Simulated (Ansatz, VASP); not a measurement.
## Na: VASP beside Ansatz

```xyz
1
Lattice="-2.0088 2.1189 2.1189 2.1189 -2.0088 2.1189 2.1189 2.1189 -2.0088" Properties=species:S:1:pos:R:3 pbc="T T T"
Na    0.0000    0.0000    0.0000
```

Alike in both runs: task single point; functional PBE; k mesh 18 × 18 × 18; occupations gaussian, width 0.15 eV; no spin polarisation.

|  | VASP | Ansatz |
| --- | --- | --- |
| version | VASP 6.6.1 | Ansatz 0.2.0 |
| potentials or method | VASP PAW PBE potentials, release 64 (Na_pv), cutoff 520 eV | scalar-relativistic, plane waves, PAW |
| valence electrons in the cell | 7 | 9 |

|  | VASP | Ansatz | Ansatz less VASP |
| --- | --- | --- | --- |
| gap on the k mesh at the Fermi level (eV) | none | none | - |
| pressure (GPa) | -0.2 | -0.2 | +0.01 |
| traceless stress, the component that is largest in VASP (GPa) | -0.27 | -0.27 | +0.001 |

A gap of «none» marks a metal or a gap that the smearing closes. VASP's potentials hold 7 valence electrons a cell and Ansatz's 9, so a difference there can come from the potentials and not from the codes.
